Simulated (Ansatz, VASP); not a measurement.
## One calculation of SiC, two programs

Contents of POSCAR:

```
SiC
1.0
    0.0000000000      1.9522256326      1.9522256326
    1.9522256326      0.0000000000      1.9522256326
    1.9522256326      1.9522256326      0.0000000000
Si C
1 1
Direct
    0.0000000000      0.0000000000      0.0000000000
    0.2500000000      0.2500000000      0.2500000000
```

Contents of INCAR.step1:

```
ALGO = Normal ; EDIFF = 1E-4
ENCUT = 520 ; GGA = PE
ISMEAR = 0 ; LASPH = True
LCHARG = False ; LREAL = False
LWAVE = True ; NBANDS = 11
NELM = 60 ; PREC = Accurate
SIGMA = 0.05
```

Contents of INCAR.step2:

```
ALGO = Normal ; EDIFF = 1E-6
ENCUT = 520 ; ISIF = 2
ISMEAR = 0 ; ISTART = 1
LASPH = True ; LCHARG = False
LMIXTAU = True ; LREAL = False
LWAVE = False ; METAGGA = R2SCAN
NBANDS = 11 ; NELM = 60
PREC = Accurate ; SIGMA = 0.05
```

KPOINTS

```
k-points
0
Gamma
  10 10 10
```

Input for Ansatz:

```yaml
crystal:
  lattice:
    - [0.0, 1.9522256326, 1.9522256326]
    - [1.9522256326, 0.0, 1.9522256326]
    - [1.9522256326, 1.9522256326, 0.0]
  atoms:
    - { symbol: Si, position: [0.0, 0.0, 0.0] }
    - { symbol: C, position: [0.25, 0.25, 0.25] }
basis:
  ecutwfc: 500
  ecutrho_ratio: 4
kpoints:
  mp_grid: { grid: [10, 10, 10] }
hamiltonian:
  xc: r2scan
scf:
  occupations: { method: gaussian, width: 0.05 }
output:
  forces: true
  stress: true
  eigenvalues: true
```

Alike in both runs: task single point; functional r2SCAN; k mesh 10 × 10 × 10; occupations gaussian, width 0.05 eV; no spin polarisation.

```csv
,VASP,Ansatz
version,VASP 6.6.1,Ansatz 0.2.0
potentials or method,"VASP PAW PBE potentials, release 64 (Si, C), cutoff 520 eV","scalar-relativistic, plane waves, PAW"
valence electrons in the cell,8,8
```

```tsv
	VASP	Ansatz	Ansatz less VASP
gap on the k mesh at the Fermi level (eV)	1.44	1.42	-0.025
least direct gap on the mesh (eV)	5.39	5.37	-0.019
```

VASP's potentials were made for PBE, not for r2SCAN.
